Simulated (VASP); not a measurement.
# AlRu (Pm-3m) in VASP: density of states with LDA

Aim: the density of states of AlRu with LDA.

All numbers are computed with VASP 6.6.1; they aren't measurements. Logs are shortened: lines on timing, memory, paths and dates and some standing lists are left out, and cuts for length are marked.

## (1) The cell of the first run

The structure is cubic, space group Pm-3m (No. 221). The conventional cell has a = 2.982 Å, b = 2.982 Å, c = 2.982 Å, α = 90.00°, β = 90.00°, γ = 90.00°. Al (site symmetry m-3m) has 8 Ru at 2.58 Å and 6 Al at 2.98 Å within 3.4 Å. Within 3.4 Å of Ru (site symmetry m-3m) lie 8 Al at 2.58 Å and 6 Ru at 2.98 Å.

## (2) Density of states, LDA

The input, POSCAR:

```
AlRu
1.0
    2.9824954400      0.0000000000      0.0000000000
    0.0000000000      2.9824954400      0.0000000000
    0.0000000000      0.0000000000      2.9824954400
Al Ru
1 1
Direct
    0.0000000000      0.0000000000      0.0000000000
    0.5000000000      0.5000000000      0.5000000000
```

The input, INCAR.step1:

```
ALGO = Normal
EDIFF = 1E-7
ENCUT = 520
ISIF = 2
ISMEAR = 0
LASPH = True
LCHARG = True
LMAXMIX = 4
LREAL = False
LWAVE = False
NBANDS = 16
NELM = 100
PREC = Accurate
SIGMA = 0.1
```

The input, KPOINTS.step1:

```
k-points
0
Gamma
  6 6 6
```

The input, INCAR.step2:

```
ALGO = Normal
EDIFF = 1E-7
ENCUT = 520
ICHARG = 11
ISIF = 2
ISMEAR = -5
LASPH = True
LCHARG = False
LMAXMIX = 4
LORBIT = 11
LREAL = False
LWAVE = False
NBANDS = 16
NEDOS = 2001
NELM = 100
PREC = Accurate
SIGMA = 0.1
```

The input, KPOINTS.step2:

```
k-points
0
Gamma
  9 9 9
```

Potentials or basis: VASP PAW LDA potentials, release 64 (Al, Ru_pv).

On the command line:

```bash
$ cat potpaw_LDA.64/Al/POTCAR potpaw_LDA.64/Ru_pv/POTCAR > POTCAR
$ cp INCAR.step1 INCAR
$ cp KPOINTS.step1 KPOINTS
$ mpirun -np 1 vasp_std > vasp.out
$ cp INCAR.step2 INCAR
$ cp KPOINTS.step2 KPOINTS
$ mpirun -np 1 vasp_std > vasp.out
```

OUTCAR:

```text
EDIFF = 1E-7
   ENCUT = 520
   ICHARG = 11
   ISIF = 2
   ISMEAR = -5
   LASPH = True
   LORBIT = 11
   LREAL = False
   NELM = 100
   PREC = Accurate

 ion  position               nearest neighbor table
   1  0.000  0.000  0.000-   2 2.58   2 2.58   2 2.58   2 2.58   2 2.58   2 2.58   2 2.58   2 2.58

   2  0.500  0.500  0.500-   1 2.58   1 2.58   1 2.58   1 2.58   1 2.58   1 2.58   1 2.58   1 2.58

  LATTYP: Found a simple cubic cell.
 ALAT       =     2.9824954400

  Lattice vectors:

 A1 = (   2.9824954400,   0.0000000000,   0.0000000000)
 A2 = (   0.0000000000,   2.9824954400,   0.0000000000)
 A3 = (   0.0000000000,   0.0000000000,   2.9824954400)

Analysis of symmetry for initial positions (statically):
=====================================================================
 Subroutine PRICEL returns:
 Original cell was already a primitive cell.

 Routine SETGRP: Setting up the symmetry group for a
 simple cubic supercell.

 Subroutine GETGRP returns: Found 48 space group operations
 (whereof 48 operations were pure point group operations)
 out of a pool of 48 trial point group operations.

The static configuration has the point symmetry O_h .

Analysis of symmetry for dynamics (positions and initial velocities):
=====================================================================
 Subroutine PRICEL returns:
 Original cell was already a primitive cell.

 Routine SETGRP: Setting up the symmetry group for a
 simple cubic supercell.

 Subroutine GETGRP returns: Found 48 space group operations
 (whereof 48 operations were pure point group operations)
 out of a pool of 48 trial point group operations.

The dynamic configuration has the point symmetry O_h .

 Subroutine INISYM returns: Found 48 space group operations
 (whereof 48 operations are pure point group operations),
 and found     1 'primitive' translations

----------------------------------------------------------------------------------------

                                     Primitive cell

  volume of cell :      26.5301

  direct lattice vectors                    reciprocal lattice vectors
     2.982495440  0.000000000  0.000000000     0.335289700  0.000000000  0.000000000
     0.000000000  2.982495440  0.000000000     0.000000000  0.335289700  0.000000000
     0.000000000  0.000000000  2.982495440     0.000000000  0.000000000  0.335289700

  length of vectors
     2.982495440  2.982495440  2.982495440     0.335289700  0.335289700  0.335289700

[... 84 lines left out ...]
   EDIFFG = 0.1E-05   stopping-criterion for IOM
   NSW    =      0    number of steps for IOM
   IBRION =     -1    ionic relax: 0-MD 1-quasi-New 2-CG
   NFREE  =      0    steps in history (QN), initial steepest desc. (CG)
   ISIF   =      2    stress and relaxation
   ISYM   =      2    0-nonsym 1-usesym 2-fastsym
   POTIM  = 0.5000    time-step for ionic-motion
   TEBEG  =    0.0;   TEEND  =   0.0 temperature during run
   PSTRESS=    0.0 pullay stress
   NELECT =      17.0000    total number of electrons
   NUPDOWN=      -1.0000    fix difference up-down
   EMIN   =  10.00;   EMAX   =-10.00  energy-range for DOS
   EFERMI =   0.00;   METHOD = LEGACY
   ISMEAR =    -5;   SIGMA  =   0.10  broadening in eV -4-tet -1-fermi 0-gaus
   EFERMI_NEDOS =   21; number of points for ismear=-14 and -15
   IALGO  =     38    algorithm
   IMIX   =      4    mixing-type and parameters
     AMIX     =   0.40;   BMIX     =  1.00
     AMIX_MAG =   1.60;   BMIX_MAG =  1.00
  volume/ion in A,a.u.               =      13.27        89.52
  Fermi-wavevector in a.u.,A,eV,Ry     =   1.411382  2.667126 27.102807  1.992000
  Thomas-Fermi vector in A             =   2.533239
   LORBIT       =     11    0 simple, 1 ext, 2 COOP (PROOUT), +10 PAW based schemes
   GGA     = CA    functional components
   LHFCALC =     F    Hartree Fock is set to
   AEXX    =    0.0000 exact exchange contribution
   IVDW    =     0    specifies the selected vdW correction
   LEPSILON=     F    determine dielectric tensor
   LRPA    =     F    only Hartree local field effects (RPA)
 non-spin polarized calculation
 Fermi weights with tetrahedron method with Bloechl corrections
  energy-cutoff  :      520.00
  volume of cell :       26.53
 maximum number of plane-waves:       739
 NGX is ok and might be reduce to    24

 number of electron      16.9999995 magnetization

 Free energy of the ion-electron system (eV)
  ---------------------------------------------------
  ext. energy  EPLUGINS =         0.00000000
  ---------------------------------------------------
  free energy    TOTEN  =       -16.17442661 eV

  energy without entropy =      -16.17442661  energy(sigma->0) =      -16.17442661

 E-fermi :  10.5745     XC(G=0): -12.8418

 val. band max:       10.5709045088   @ k =   0.4444   0.1111   0.1111
 cond. band min:      10.3456813268   @ k =   0.3333   0.3333   0.3333
 fundamental gap:     -0.2252231819
 Fermi energy:        10.5745179497

 k-point     1 :       0.0000    0.0000    0.0000
  band No.  band energies     occupation
      1     -30.9428      2.00000
      2     -30.9428      2.00000
      3     -30.9428      2.00000
      4       0.9290      2.00000
      5       7.0122      2.00000
      6       7.0122      2.00000
[... 433 lines left out ...]
      3     -30.9347      2.00000
      4       4.7657      2.00000
      5       6.8482      2.00000
      6       8.1055      2.00000
[... 8 lines left out ...]
     15      23.7401      0.00000
     16      24.2139      0.00000

 [... further k-points ...]
[... 5 lines left out ...]
  --------------------------------------------------------------------------------------
  -------------------------------------------------------------------------------------
  Total       -0.8720486     -0.8720486     -0.8720486      0.0000000     -0.0000000      0.0000000
  in kB      -52.6637676    -52.6637676    -52.6637676      0.0000000     -0.0000000      0.0000000
  external PRESSURE =     -52.6637676 kB  Pullay stress =       0.0000000 kB

 VOLUME and BASIS-vectors are now :
 -----------------------------------------------------------------------------
  energy-cutoff  :      520.00
  volume of cell :       26.53
      direct lattice vectors                 reciprocal lattice vectors
     2.982495440  0.000000000  0.000000000     0.335289700  0.000000000  0.000000000
     0.000000000  2.982495440  0.000000000     0.000000000  0.335289700  0.000000000
     0.000000000  0.000000000  2.982495440     0.000000000  0.000000000  0.335289700

 POSITION                                       TOTAL-FORCE (eV/Angst)
 -----------------------------------------------------------------------------------
      0.00000      0.00000      0.00000         0.000000      0.000000      0.000000
      1.49125      1.49125      1.49125         0.000000      0.000000      0.000000
 -----------------------------------------------------------------------------------
    total drift:                                0.000000     -0.000000     -0.000000

  FREE ENERGIE OF THE ION-ELECTRON SYSTEM (eV)
  ---------------------------------------------------
  free  energy   TOTEN  =       -16.1744266108 eV

  energy  without entropy=      -16.1744266108  energy(sigma->0) =      -16.17442661

 total charge

# of ion       s       p       d       tot
------------------------------------------
    1        0.398   0.429   0.000   0.828
    2        0.341   6.248   6.224  12.813
--------------------------------------------------
tot          0.739   6.677   6.224  13.640
```

OSZICAR.step1:

```text
N       E                     dE             d eps       ncg     rms          rms(c)
DAV:   1     0.113760318090E+03    0.11376E+03   -0.89933E+03   648   0.978E+02
DAV:   2    -0.151761891765E+02   -0.12894E+03   -0.12280E+03   736   0.293E+02
DAV:   3    -0.168523287740E+02   -0.16761E+01   -0.16716E+01   784   0.360E+01
DAV:   4    -0.168642317614E+02   -0.11903E-01   -0.11875E-01   832   0.309E+00
DAV:   5    -0.168643683278E+02   -0.13657E-03   -0.13639E-03   744   0.314E-01    0.125E+01
DAV:   6    -0.162698174391E+02    0.59455E+00   -0.21647E+00   672   0.160E+01    0.228E+00
DAV:   7    -0.161986492214E+02    0.71168E-01   -0.15731E-01   648   0.454E+00    0.208E+00
DAV:   8    -0.161767129369E+02    0.21936E-01   -0.23772E-02   704   0.115E+00    0.210E-01
DAV:   9    -0.161763895928E+02    0.32334E-03   -0.50787E-04   792   0.222E-01    0.131E-01
DAV:  10    -0.161763631320E+02    0.26461E-04   -0.38828E-05   752   0.644E-02    0.818E-03
DAV:  11    -0.161763625889E+02    0.54314E-06   -0.15419E-06   792   0.129E-02    0.522E-03
DAV:  12    -0.161763625386E+02    0.50284E-07   -0.39552E-08   552   0.216E-03
   1 F= -.16176363E+02 E0= -.16170153E+02  d E =-.124195E-01
```

It took 9.4 s on 1 thread of Intel Xeon 6975P-C, shared host; peak memory 0.13 GiB.

What came out:

```yaml
Valence_electrons_inside_the_program's_atomic_spheres: Al 0.83; Ru 12.81
```

Caveat: tetrahedron occupations give inexact forces and stress in metals.
